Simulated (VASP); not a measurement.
Runs of VASP 6.6.1 on SiO2. It takes space group I-42d (No. 122, tetragonal). Conventional cell: a = 4.748 Å, b = 4.748 Å, c = 7.488 Å, α = 90.00°, β = 90.00°, γ = 90.00°. Within 2.2 Å of Si (site symmetry -4) lie 4 O at 1.62 Å. O (site symmetry 2) has 2 Si at 1.62 Å within 2.2 Å. 

```tsv
k mesh	smearing	gap on the mesh (eV)	pressure (GPa)	largest force (eV/Å)
1 × 1 × 1	gaussian 0.02 eV	-	-0.5	0.99
2 × 2 × 2, shifted	gaussian 0.02 eV	(a)	-1.1	0.20
8 × 8 × 8	fermi-dirac 3.35 eV	7.17	37.8	2.28
6 × 6 × 6, shifted	gaussian 0.02 eV	6.85	-1.1	0.19
4 × 4 × 4, shifted	gaussian 0.02 eV	(b)	-1.1	0.19
6 × 6 × 6	gaussian 0.02 eV	6.69	-1.1	0.19
10 × 10 × 10	gaussian 0.02 eV	6.69	-1.1	0.19
2 × 2 × 2	gaussian 0.02 eV	6.69	-1.1	0.19
```

Alike in all rows: task single point; level r2SCAN; potentials or basis VASP PAW PBE potentials, release 64 (Si, O); no spin polarisation; cell as given; cutoff (eV) 520.

Problem. Fill in the values left out.

Solution. (a) 7.93; (b) 7.04.

Caveats: some runs use coarse meshes; the PAW data sets were made with another functional, which shifts forces and pressure a little; a shifted mesh leaves out Γ, where band edges can lie (at least some runs); the cell stands under pressure (at least some runs).

A k mesh can miss the band edges.
